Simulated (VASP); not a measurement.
Runs of VASP 6.6.1 on Ru. The structure is that of space group Pm-3m (No. 221), or close to it. The cells are those of the table. 

```tsv
cell	gap on the mesh (eV)	pressure (GPa)
a = 2.461 Å, 1 atom	none	(b)
a = 2.493 Å, 1 atom	none	-1.0
a = 2.460 Å, 1 atom	none	9.2
a = 2.434 Å, 1 atom	none	(a)
a = 2.410 Å, 1 atom	none	28.9
```

Alike in all rows: task single point; level PBE+D3(BJ); potentials or basis VASP PAW PBE potentials, release 64 (Ru_pv); no spin polarisation; k mesh 9 × 9 × 9; cutoff (eV) 520; smearing fermi-dirac 0.05 eV.

Q: Estimate the missing entries.

A: (a) 18.9; (b) 9.0.

Caveats: three body term missing; pairwise dispersion overbinds metals, which lowers pressure and volume.

A k mesh can miss the band edges, and the runs leave out spin-orbit coupling on Ru.

A gap of «none» marks levels without a gap at the run's occupations.
